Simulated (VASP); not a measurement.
**Rh: single point with PBE**

Rh:

```
Rh
1.0
     2.66927    0.00000    0.00000
    -1.33463    2.31166    0.00000
     0.00000    0.00000    4.29565
Rh
2
Direct
  0.66667 0.33333 0.75000
  0.33333 0.66667 0.25000
```

This isn't the form of Rh at room conditions, which is fcc.

| Item | Value |
| --- | --- |
| Program | VASP 6.6.1 |
| Task | single point |
| Functional | PBE |
| Potentials or basis | VASP PAW PBE potentials, release 64 (Rh_pv) |
| Cutoff | 500 eV |
| k mesh | 21 × 21 × 12 |
| Occupations | gaussian, width 0.15 eV |
| Spin | collinear spin, ferromagnetic start |
| Starting moments | [1.0, 1.0] μB |
| Fixed moment | 2 μB |

```yaml
Pressure: 25.6 GPa
Net_moment: 2.00 μB per cell
Site_moments: Rh +0.99 μB
Valence_electrons_inside_the_program's_atomic_spheres: Rh 13.87
```

Stress tensor (GPa, compression positive):
```
25.19  0.00  0.00
 0.00 25.19  0.00
 0.00  0.00 26.45
```

Wall time 5.5 min on 1 thread of Oxide Virtual Turin-like Processor, on a shared host, peak memory 0.34 GiB.

Caveat: the cell stands under pressure; the total moment is fixed, so each spin has its own Fermi level and the state may be an excited one.
